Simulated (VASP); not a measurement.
B: relaxation of cell and atoms with PBE

B:

```xyz
4
Lattice="2.1006 0.0000 0.0000 -1.0503 1.8192 0.0000 0.0000 0.0000 6.8605" Properties=species:S:1:pos:R:3 pbc="T T T"
B     0.0000    0.0000    0.0000
B     0.0000    0.0000    3.4303
B     0.0000    1.2128    1.7151
B     1.0503    0.6064    5.1454
```

- Program: VASP 6.6.1
- Task: relaxation of cell and atoms
- Functional: PBE
- Potentials or basis: VASP PAW PBE potentials, release 64 (B)
- Cutoff: 500 eV
- k mesh: 17 × 17 × 5
- Occupations: fermi-dirac, width 0.1 eV
- Spin: no spin polarisation
- Dipole correction: no
- Further INCAR settings: ALGO = Normal; EDIFF = 1e-07; IBRION = 2; EDIFFG = -0.01; NSW = 80; ISIF = 3

The relaxed volume is 7.52 Å³/atom and the relaxed cell is a = 1.714 Å, b = 1.714 Å, c = 11.820 Å, α = 90.00°, β = 90.00°, γ = 120.00°. The space group after relaxing (to 0.05 Å) is P6_3/mmc (No. 194). The energy gained by relaxing is 605.4 meV/atom, the ionic steps are 34 and the pressure after relaxing is -0.1 GPa. The band gap on the k mesh is zero (band 6 reaches 9.97 eV, above the bottom of band 7 at -0.27 eV).

The path:
```
step  energy change (eV)  largest force (eV/Å)  pressure (GPa)  volume (Å³)
   1              0.0000                0.0000          -21.30        26.22
   2             -0.1776                0.0000            8.69        23.04
   3             -0.1919                0.0000            1.19        23.66
   4             -0.2208                0.0000            1.77        23.64
   5             -0.3457                0.0000            3.86        23.54
   6             -0.6410                0.0000           14.67        23.16
   7             -0.5342                0.0000           64.32        21.83
   8             -0.7460                0.0000           44.41        22.32
   9             -0.7730                0.0000           37.34        22.50
  10             -0.7577                0.0000           42.55        22.37
  11             -0.7597                0.0000           42.70        22.37
  12             -0.7647                0.0000           43.17        22.39
  13             -0.7734                0.0000           44.08        22.43
  14             -0.7892                0.0000           45.98        22.49
  15             -0.8081                0.0000           49.29        22.60
  16             -0.9239                0.0000           56.02        22.75
  17             -0.9489                0.0000           86.74        22.78
  18             -1.0822                0.0000           70.02        22.81
  19             -1.0612                0.0000           76.62        22.81
  20             -1.1259                0.0000           79.03        23.12
  21             -1.1305                0.0000           80.46        23.29
  22             -1.2505                0.0000           75.46        23.57
  23             -1.5699                0.0000           61.50        24.42
  24             -2.0403                0.0000           37.72        26.17
  25             -2.4134                0.0000            3.46        29.91
  26             -2.4153                0.0000            1.62        30.18
  27             -2.4152                0.0000            0.62        30.33
  28             -2.4170                0.0000            0.42        30.30
  29             -2.4206                0.0000           -0.18        30.23
  30             -2.4199                0.0000           -1.31        30.08
  31             -2.4215                0.0000           -0.69        30.16
  32             -2.4215                0.0000           -0.67        30.17
  33             -2.4217                0.0000           -0.39        30.13
  34             -2.4217                0.0000           -0.09        30.08
```

Final structure:
```cif
data_structure
_symmetry_space_group_name_H-M 'P 1'
_symmetry_Int_Tables_number 1
_cell_length_a 1.7142
_cell_length_b 1.7142
_cell_length_c 11.8197
_cell_angle_alpha 90.000
_cell_angle_beta 90.000
_cell_angle_gamma 120.000
_cell_volume 30.08
loop_
_atom_site_label
_atom_site_type_symbol
_atom_site_fract_x
_atom_site_fract_y
_atom_site_fract_z
_atom_site_occupancy
B1 B 0.00000 0.00000 0.00000 1
B2 B 0.00000 0.00000 0.50000 1
B3 B 0.33333 0.66667 0.25000 1
B4 B 0.66667 0.33333 0.75000 1
```

Levels at points of the mesh, in eV from the Fermi level:
```csv
k point,band 3,band 4,band 5,band 6,band 7,band 8,band 9,band 10
"(0.00, 0.00, 0.00)",-17.01,-16.25,-9.65,-7.47,-7.45,-4.67,4.56,9.54
```

Run time: 10 min on 1 thread of AMD EPYC 7R43 64-Core Processor (Zen 3), on a shared host, peak memory 0.1 GiB.
